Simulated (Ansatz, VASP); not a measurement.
## Two plane-wave programs on Na

```
CELL_PARAMETERS angstrom
3.70623 0.00000 0.00000
-1.85312 3.20969 0.00000
0.00000 0.00000 6.35746
ATOMIC_POSITIONS crystal
Na 0.33333 0.66667 0.25000
Na 0.66667 0.33333 0.75000
```

Alike in both runs: task single point; functional PBEsol; k mesh 18 × 18 × 10; occupations gaussian, width 0.15 eV; no spin polarisation.

|  | VASP | Ansatz |
| --- | --- | --- |
| version | VASP 6.6.1 | Ansatz 0.2.0 |
| potentials or method | VASP PAW PBE potentials, release 64 (Na_pv), cutoff 520 eV | scalar-relativistic, plane waves, PAW |
| valence electrons in the cell | 14 | 18 |

|  | VASP | Ansatz | Ansatz less VASP |
| --- | --- | --- | --- |
| gap on the k mesh at the Fermi level (eV) | none | none | - |
| pressure (GPa) | -0.3 | -0.3 | +0.02 |
| traceless stress, the component that is largest in VASP (GPa) | -0.38 | -0.38 | +0.004 |

VASP's potentials were made for PBE, not for PBEsol. A gap of «none» marks a metal or a gap that the smearing closes. VASP's potentials hold 14 valence electrons a cell and Ansatz's 18, so a difference there can come from the potentials and not from the codes.
